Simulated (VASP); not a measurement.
Ti: single point with PBE

Crystal: Ti.

```
Ti
1.0
     2.95000    0.00000    0.00000
    -1.47500    2.55477    0.00000
     0.00000    0.00000    4.68000
Ti
2
Direct
  0.33333 0.66667 0.25000
  0.66667 0.33333 0.75000
```

```json
{"Program": "VASP 6.6.1", "Task": "single point", "Functional": "PBE", "Potentials or basis": "VASP PAW PBE potentials, release 64 (Ti_sv)", "Cutoff": "520 eV", "k mesh": "18 × 18 × 8", "Occupations": "gaussian, width 0.05 eV", "Spin": "no spin polarisation"}
```

- Pressure: -1.8 GPa
- Band gap on the k mesh: zero (band 12 reaches 8.94 eV, above the bottom of band 13 at 7.91 eV)

Stress tensor (GPa, compression positive):
```
-1.69  0.00  0.00
 0.00 -1.69  0.00
 0.00  0.00 -1.98
```

Levels at points of the mesh, in eV from the Fermi level:
```csv
k point,band 9,band 10,band 11,band 12,band 13,band 14,band 15,band 16
"(0.00, 0.00, 0.00)",-6.20,-2.68,0.69,0.75,0.75,0.84,1.23,1.23
"(0.50, 0.00, 0.00)",-2.35,-2.13,-1.83,-0.66,0.46,0.59,1.12,3.26
"(0.00, 0.00, 0.50)",-4.36,-4.36,0.05,0.05,0.65,0.65,0.65,0.65
"(0.50, 0.00, 0.50)",-2.52,-2.52,-0.82,-0.82,1.26,1.26,1.68,1.68
```

Run time: 3.6 min on 1 thread of AMD EPYC 7571, with other jobs on the host, peak memory 0.19 GiB.
